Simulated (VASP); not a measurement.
# BaO (gw) (I4/mmm) in VASP: single point with PBEsol

Aim: the single point of BaO (gw) with PBEsol.

Program: VASP 6.6.1. These are calculated values, not measurements. Logs are shortened: lines on timing, memory, paths and dates and some standing lists are left out, and cuts for length are marked.

## 1. The cell of the first run

Symmetry: I4/mmm, No. 139, tetragonal system. The conventional cell has a = 3.867 Å, b = 3.867 Å, c = 5.572 Å, α = 90.00°, β = 90.00°, γ = 90.00°. Ba (site symmetry 4/mmm) has 6 O at 2.73 to 2.79 Å within 3.6 Å. O (site symmetry 4/mmm) has 6 Ba at 2.73 to 2.79 Å within 3.6 Å.

## 2. Single point, PBEsol

INCAR reads:

```
SYSTEM = BaO
ALGO = Normal
EDIFF = 1E-6
ENCUT = 600
GGA = PS
GGA_COMPAT = .FALSE.
ISIF = 2
ISMEAR = 0
LASPH = .TRUE.
LCHARG = .FALSE.
LREAL = .FALSE.
LWAVE = .FALSE.
NBANDS = 15
NELM = 120
PREC = Accurate
SIGMA = 0.01
```

KPOINTS reads:

```
k-points
0
G
  4 4 4
  0 0 0
```

POSCAR reads:

```
BaO
1.0
    0.0000000000      2.7344002323      2.7862384498
    2.7344002323      0.0000000000      2.7862384498
    2.7344002323      2.7344002323      0.0000000000
Ba O
1 1
Direct
    0.0000000000      0.0000000000      0.0000000000
    0.5000000000      0.5000000000      0.5000000000
```

Potentials or basis: VASP PAW PBE potentials, release 64 (Ba_sv, O).

The run is started by

```
cat potpaw_PBE.64/Ba_sv/POTCAR potpaw_PBE.64/O/POTCAR > POTCAR
mpirun -np 1 vasp_std > vasp.out
```

OUTCAR:

```text
SYSTEM = BaO
   EDIFF = 1E-6
   ENCUT = 600
   GGA = PS
   ISIF = 2
   ISMEAR = 0
   LASPH = .TRUE.
   LREAL = .FALSE.
   NELM = 120
   PREC = Accurate

 ion  position               nearest neighbor table
   1  0.000  0.000  0.000-   2 2.73   2 2.73   2 2.73   2 2.73   2 2.79   2 2.79
   2  0.500  0.500  0.500-   1 2.73   1 2.73   1 2.73   1 2.73   1 2.79   1 2.79

  LATTYP: Found a body centered tetragonal cell.
 ALAT       =     3.8670258935
 C/A-ratio  =     1.4410239427

  Lattice vectors:

 A1 = (  -2.7344002323,   0.0000000000,   2.7862384498)
 A2 = (   2.7344002323,   0.0000000000,   2.7862384498)
 A3 = (   0.0000000000,   2.7344002323,  -2.7862384498)

Analysis of symmetry for initial positions (statically):
=====================================================================
 Subroutine PRICEL returns:
 Original cell was already a primitive cell.

 Routine SETGRP: Setting up the symmetry group for a
 body centered tetragonal supercell.

 Subroutine GETGRP returns: Found 16 space group operations
 (whereof 16 operations were pure point group operations)
 out of a pool of 16 trial point group operations.

The static configuration has the point symmetry D_4h.

Analysis of symmetry for dynamics (positions and initial velocities):
=====================================================================
 Subroutine PRICEL returns:
 Original cell was already a primitive cell.

 Routine SETGRP: Setting up the symmetry group for a
 body centered tetragonal supercell.

 Subroutine GETGRP returns: Found 16 space group operations
 (whereof 16 operations were pure point group operations)
 out of a pool of 16 trial point group operations.

The dynamic configuration has the point symmetry D_4h.

 Subroutine INISYM returns: Found 16 space group operations
 (whereof 16 operations are pure point group operations),
 and found     1 'primitive' translations

----------------------------------------------------------------------------------------

                                     Primitive cell

  volume of cell :      41.6651

  direct lattice vectors                    reciprocal lattice vectors
     0.000000000  2.734400232  2.786238450    -0.182855456  0.182855456  0.179453413
     2.734400232  0.000000000  2.786238450     0.182855456 -0.182855456  0.179453413
     2.734400232  2.734400232  0.000000000     0.182855456  0.182855456 -0.179453413

  length of vectors
     3.903853139  3.903853139  3.867025893     0.314763026  0.314763026  0.314763026

  position of ions in fractional coordinates (direct lattice)
     0.000000000  0.000000000  0.000000000
     0.500000000  0.500000000  0.500000000

  ion indices of the primitive-cell ions
   primitive index   ion index
[... 75 lines left out ...]
   EMIN   =  10.00;   EMAX   =-10.00  energy-range for DOS
   EFERMI =   0.00;   METHOD = LEGACY
   ISMEAR =     0;   SIGMA  =   0.01  broadening in eV -4-tet -1-fermi 0-gaus
   EFERMI_NEDOS =   21; number of points for ismear=-14 and -15
   IALGO  =     38    algorithm
   IMIX   =      4    mixing-type and parameters
     AMIX     =   0.40;   BMIX     =  1.00
     AMIX_MAG =   1.60;   BMIX_MAG =  1.00
  volume/ion in A,a.u.               =      20.83       140.58
  Fermi-wavevector in a.u.,A,eV,Ry     =   1.189937  2.248655 19.265174  1.415950
  Thomas-Fermi vector in A             =   2.326033
   LORBIT       =      0    0 simple, 1 ext, 2 COOP (PROOUT), +10 PAW based schemes
   GGA     = PS    functional components
   LHFCALC =     F    Hartree Fock is set to
   AEXX    =    0.0000 exact exchange contribution
   IVDW    =     0    specifies the selected vdW correction
   LEPSILON=     F    determine dielectric tensor
   LRPA    =     F    only Hartree local field effects (RPA)
 non-spin polarized calculation
 Gauss-broadening in eV      SIGMA  =   0.01
  energy-cutoff  :      600.00
  volume of cell :       41.67
 maximum number of plane-waves:      1412
   NGX = 15   NGY = 15   NGZ = 15

 number of electron      15.9999998 magnetization

 Free energy of the ion-electron system (eV)
  ---------------------------------------------------
  ext. energy  EPLUGINS =         0.00000000
  ---------------------------------------------------
  free energy    TOTEN  =       -12.39089882 eV

  energy without entropy =      -12.39089882  energy(sigma->0) =      -12.39089882

 E-fermi :   1.9567     XC(G=0):  -9.9435

 val. band max:        1.8949411943   @ k =   0.5000   0.0000   0.5000
 cond. band min:       3.6250664172   @ k =   0.5000   0.0000   0.5000
 fundamental gap:      1.7301252229
 Fermi energy:         1.9566756499

 k-point     1 :       0.0000    0.0000    0.0000
  band No.  band energies     occupation
      1     -24.0030      2.00000
      2     -13.1361      2.00000
      3      -8.4563      2.00000
      4      -8.4513      2.00000
      5      -8.4513      2.00000
      6       1.3838      2.00000
      7       1.4797      2.00000
      8       1.4797      2.00000
      9       5.2821      0.00000
     10       6.3708      0.00000
     11       6.5122      0.00000
     12       6.5122      0.00000
     13       8.6773      0.00000
     14       8.9402      0.00000
[... 203 lines left out ...]
      2     -13.5246      2.00000
      3      -9.6246      2.00000
      4      -9.6246      2.00000
      5      -8.5802      2.00000
      6       0.4363      2.00000
      7       1.6911      2.00000
      8       1.6911      2.00000
      9       6.2668      0.00000
     10       6.2668      0.00000
     11       8.8295      0.00000
     12      11.5295      0.00000
     13      11.9104      0.00000
     14      13.8850      0.00000
     15      15.2539      0.00000

------------------------ aborting loop because EDIFF is reached ----------------------------------------

  FORCE on cell =-STRESS in cart. coord.  units (eV):
  Direction    XX          YY          ZZ          XY          YZ          ZX
  --------------------------------------------------------------------------------------
  -------------------------------------------------------------------------------------
  Total        0.5191271      0.5191271      0.0123604      0.0000000      0.0000000      0.0000000
  in kB       19.9623588     19.9623588      0.4753026      0.0000000      0.0000000      0.0000000
  external PRESSURE =      13.4666734 kB  Pullay stress =       0.0000000 kB

 VOLUME and BASIS-vectors are now :
 -----------------------------------------------------------------------------
  energy-cutoff  :      600.00
  volume of cell :       41.67
      direct lattice vectors                 reciprocal lattice vectors
     0.000000000  2.734400232  2.786238450    -0.182855456  0.182855456  0.179453413
     2.734400232  0.000000000  2.786238450     0.182855456 -0.182855456  0.179453413
     2.734400232  2.734400232  0.000000000     0.182855456  0.182855456 -0.179453413

 POSITION                                       TOTAL-FORCE (eV/Angst)
 -----------------------------------------------------------------------------------
      0.00000      0.00000      0.00000         0.000000      0.000000      0.000000
      2.73440      2.73440      2.78624         0.000000      0.000000      0.000000
 -----------------------------------------------------------------------------------
    total drift:                                0.000000     -0.000000      0.000000

  FREE ENERGIE OF THE ION-ELECTRON SYSTEM (eV)
  ---------------------------------------------------
  free  energy   TOTEN  =       -12.3908988231 eV

  energy  without entropy=      -12.3908988231  energy(sigma->0) =      -12.39089882
```

OSZICAR:

```text
N       E                     dE             d eps       ncg     rms          rms(c)
DAV:   1     0.878045752275E+02    0.87805E+02   -0.85957E+03   390   0.111E+03
DAV:   2    -0.102302692563E+02   -0.98035E+02   -0.83491E+02   524   0.214E+02
DAV:   3    -0.147189756109E+02   -0.44887E+01   -0.44619E+01   521   0.469E+01
DAV:   4    -0.147657509514E+02   -0.46775E-01   -0.46770E-01   453   0.514E+00
DAV:   5    -0.147665415943E+02   -0.79064E-03   -0.79062E-03   481   0.548E-01    0.915E+00
DAV:   6    -0.126574168845E+02    0.21091E+01   -0.76943E+00   418   0.208E+01    0.632E+00
DAV:   7    -0.124314315920E+02    0.22599E+00   -0.62449E-01   432   0.602E+00    0.231E+00
DAV:   8    -0.123900006281E+02    0.41431E-01   -0.95547E-02   453   0.296E+00    0.493E-01
DAV:   9    -0.123903355470E+02   -0.33492E-03   -0.72702E-03   453   0.771E-01    0.165E-01
DAV:  10    -0.123909265561E+02   -0.59101E-03   -0.15272E-03   418   0.302E-01    0.497E-02
DAV:  11    -0.123908984145E+02    0.28142E-04   -0.14588E-04   467   0.109E-01    0.220E-02
DAV:  12    -0.123908992958E+02   -0.88132E-06   -0.10540E-05   411   0.293E-02    0.387E-03
DAV:  13    -0.123908988231E+02    0.47272E-06   -0.70393E-07   413   0.774E-03
   1 F= -.12390899E+02 E0= -.12390899E+02  d E =-.495098E-20
```

stdout:

```text
POSCAR found type information on POSCAR BaO
 POSCAR found :  2 types and       2 ions
 scaLAPACK will be used
 -----------------------------------------------------------------------------
|                                                                             |
|                                                                             |
|     You enforced a specific xc type in the INCAR file but a different       |
|     I HOPE YOU KNOW WHAT YOU ARE DOING!                                     |
|                                                                             |
 -----------------------------------------------------------------------------

 LDA part: xc-table for (Slater+PW92), standard interpolation
 POSCAR, INCAR and KPOINTS ok, starting setup
 FFT: planning ... GRIDC
 FFT: planning ... GRID_SOFT
 FFT: planning ... GRID
 WAVECAR not read
 entering main loop
```

Wall time 7.6 s (1 thread of Intel Xeon Platinum 8375C at 2.90GHz (Ice Lake), shared host); peak memory 0.17 GiB.

What came out:

- Free energy: -12.3909 eV
- Pressure: 1.3 GPa
- Band gap on the k mesh: 1.73 eV, direct

Stress tensor (GPa, compression positive):
```
2.00 0.00 0.00
0.00 2.00 0.00
0.00 0.00 0.05
```

Levels at points of the mesh, in eV from the valence-band top:
```csv
k point,band 6,band 7,band 8,band 9,band 10,band 11
"(0.00, 0.00, 0.00)",-0.51,-0.42,-0.42,3.39,4.48,4.62
"(0.50, 0.00, 0.00)",-2.18,-1.64,-1.64,4.83,7.13,7.18
"(0.50, 0.50, 0.00)",-0.21,-0.21,-0.12,1.79,5.95,8.96
"(0.50, 0.00, 0.50)",-0.31,-0.18,0.00,1.73,5.95,8.93
```

Caveat: the k points lie up to 0.49 Å⁻¹ apart; the PAW data sets were made with another functional, which shifts forces and pressure a little; spin-orbit coupling is left out, which moves the levels of the heavy elements. A k mesh can miss the band edges.
